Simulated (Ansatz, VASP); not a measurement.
## Ru in VASP and in Ansatz

File INCAR:

```
PREC     = Accurate       # precision mode
ENCUT    = 600            # plane-wave cutoff, eV
EDIFF    = 1E-6           # SCF threshold, eV
ISMEAR   = -1             # smearing method
SIGMA    = 0.15           # smearing width, eV
LREAL    = F              # projectors in reciprocal space
LASPH    = T              # aspherical terms in the spheres
NELM     = 60             # most SCF steps
ALGO     = Fast           # electronic algorithm
ISIF     = 3              # what is computed and relaxed
LWAVE    = F              # write WAVECAR
LCHARG   = F              # write CHGCAR
GGA      = PE             # functional
IBRION   = 2              # ionic algorithm
NSW      = 80             # ionic steps
EDIFFG   = -0.001         # ionic threshold
```

Contents of KPOINTS:

```
Automatic mesh
0
Gamma
  18 18 10
```

The input POSCAR:

```
Ru
1.0
    2.7199297361      0.0000000000      0.0000000000
   -1.3599648680      2.3555282480      0.0000000000
    0.0000000000      0.0000000000      4.2965183353
Ru
2
Direct
    0.3333333333      0.6666666667      0.2500000000
    0.6666666667      0.3333333333      0.7500000000
```

Input for Ansatz:

```yaml
crystal:
  lattice:
    - [2.7199297361, 0.0, 0.0]
    - [-1.359964868, 2.355528248, 0.0]
    - [0.0, 0.0, 4.2965183353]
  atoms:
    - { symbol: Ru, position: [0.3333333333, 0.6666666667, 0.25] }
    - { symbol: Ru, position: [0.6666666667, 0.3333333333, 0.75] }
basis:
  ecutwfc: 600.0
kpoints:
  mp_grid: { grid: [18, 18, 10] }
hamiltonian:
  xc: pbe
scf:
  occupations: { method: fermi_dirac, width: 0.15 }
output:
  forces: true
  stress: true
  eigenvalues: true
  write_density: true
  write_potential: true
  elf: true
  volumetric_format: npy
relax:
  adjacent_minimum: "off"
  f_tol: 0.001
  max_steps: 60
  cell: { stress_tol: 0.01 }
```

Alike in both runs: task relaxation of cell and atoms; functional PBE; k mesh 18 × 18 × 10; occupations fermi-dirac, width 0.15 eV; no spin polarisation.

|  | VASP | Ansatz |
| --- | --- | --- |
| version | VASP 6.6.1 | Ansatz 0.2.0 |
| potentials or method | VASP PAW PBE potentials, release 64 (Ru_pv), cutoff 600 eV | scalar-relativistic, plane waves, PAW |
| valence electrons in the cell | 28 | 32 |

|  | VASP | Ansatz | Ansatz less VASP |
| --- | --- | --- | --- |
| gap on the k mesh at the Fermi level, each at its own relaxed structure (eV) | none | none | - |
| relaxed volume (Å³/atom) | 13.78 | 13.79 | +0.005 |
| relaxed length of the cell vector where the two differ most in proportion (Å) | 2.722 | 2.722 | +0.0004 |

A gap of «none» marks a metal or a gap that the smearing closes. VASP's potentials hold 28 valence electrons a cell and Ansatz's 32, so a difference there can come from the potentials and not from the codes.
